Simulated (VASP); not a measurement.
**MgS: single point with PBE**

Crystal: MgS.

```
Mg S
1.0
     3.67216    0.00000    0.00000
    -1.83608    3.18019    0.00000
     0.00000    0.00000   18.63432
Mg S
6 6
Direct
  0.00000 0.00000 0.00000
  0.33333 0.66667 0.16873
  0.66667 0.33333 0.33127
  0.00000 0.00000 0.50000
  0.66667 0.33333 0.66873
  0.33333 0.66667 0.83127
  0.66667 0.33333 0.08718
  0.00000 0.00000 0.25000
  0.33333 0.66667 0.41282
  0.33333 0.66667 0.58718
  0.00000 0.00000 0.75000
  0.66667 0.33333 0.91282
```

```
Program             : VASP 6.6.1
Task                : single point
Functional          : PBE
Potentials or basis : VASP PAW PBE potentials, release 64 (Mg, S)
Cutoff              : 520 eV
k mesh              : 9 × 9 × 2
Occupations         : gaussian, width 0.02 eV
Spin                : no spin polarisation
```

```json
{
 "Pressure": "-0.3 GPa",
 "Band gap on the k mesh": "2.43 eV (least direct gap 2.82 eV)"
}
```

Levels at points of the mesh, in eV from the valence-band top:
| k point | band 22 | band 23 | band 24 | band 25 | band 26 | band 27 |
| --- | --- | --- | --- | --- | --- | --- |
| (0.00, 0.00, 0.00) | -0.13 | 0.00 | 0.00 | 2.98 | 3.73 | 4.50 |
| (0.00, 0.00, 0.50) | -0.05 | -0.05 | -0.05 | 3.35 | 3.35 | 4.56 |

It took 2.1 min on 1 thread of Intel(R) Xeon(R) 6975P-C (Granite Rapids), with other jobs on the host, peak memory 0.4 GiB.

Caveat: an odd mesh through Γ misses points on the zone boundary, where band edges can lie.
